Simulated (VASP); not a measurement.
FeO: single point with PBE+U

Crystal: FeO.

```xyz
2
Lattice="0.0000 2.1554 2.1554 2.1554 0.0000 2.1554 2.1554 2.1554 0.0000" Properties=species:S:1:pos:R:3 pbc="T T T"
Fe    0.0000    0.0000    0.0000
O     2.1554    2.1554    2.1554
```

```yaml
Program: VASP 6.6.1
Task: single point
Functional: PBE
Potentials_or_basis: VASP PAW PBE potentials, release 64 (Fe_sv, O)
Cutoff: 700 eV
k_mesh: 6 × 6 × 6
Occupations: gaussian, width 0.05 eV
Spin: collinear spin, ferromagnetic start
Starting_moments: "[4.0, 0.0] μB"
Hubbard_terms: Fe d U = 4.0 eV
Dipole_correction: no
Further_INCAR_settings: ALGO = Normal; EDIFF = 1e-06; NBANDS = 22
```

| Quantity | Value |
| --- | --- |
| Pressure | 0.2 GPa |
| Band gap on the k mesh | zero (filled and empty bands overlap) |
| Net moment | 4.01 μB per cell |
| Site moments | Fe +3.65; O +0.22 μB |
| Valence electrons inside the program's atomic spheres | Fe 13.61; O 5.01 |

Levels at points of the mesh, in eV from the Fermi level:
Spin up:
```
           k point  band 10  band 11  band 12  band 13  band 14  band 15  band 16  band 17
(0.00, 0.00, 0.00)    -6.17    -4.35    -4.35    -4.35    -0.59    14.64    15.87    15.87
(0.50, 0.00, 0.00)    -5.48    -4.56    -1.87    -1.87     3.37     7.80    11.76    11.76
(0.50, 0.50, 0.00)    -5.54    -5.28    -5.23    -5.23     4.49     8.13     9.56    14.00
```
Spin down:
| k point | band 5 | band 6 | band 7 | band 8 | band 9 | band 10 | band 11 | band 12 | band 13 | band 14 |
| --- | --- | --- | --- | --- | --- | --- | --- | --- | --- | --- |
| (0.00, 0.00, 0.00) | -20.89 | -3.94 | -3.94 | -3.94 | -0.75 | -0.75 | -0.75 | 0.06 | 0.97 | 0.97 |
| (0.50, 0.00, 0.00) | -19.68 | -8.70 | -5.56 | -5.56 | 0.48 | 0.48 | 0.58 | 3.39 | 3.39 | 3.68 |
| (0.50, 0.50, 0.00) | -19.64 | -7.64 | -5.13 | -5.13 | -2.30 | 0.85 | 0.85 | 1.59 | 1.91 | 5.86 |

Eigenvalues of the final occupation matrices:
| site | spin | trace | eigenvalues |
| --- | --- | --- | --- |
| site 1 d | 1 | 4.58 | 0.90 0.90 0.90 0.94 0.94 |
| site 1 d | 2 | 0.94 | 0.07 0.07 0.27 0.27 0.27 |

It took 28 s on 1 thread of Intel(R) Xeon(R) Platinum 8488C (Sapphire Rapids), on a shared host, peak memory 0.17 GiB.

Caveat: the k points lie up to 0.42 Å⁻¹ apart, too coarse for converged energies and pressures of a metal; a cell with one magnetic atom can't hold antiferromagnetic order, which such compounds often take. The state reached can hang on the start; a lower one may exist.
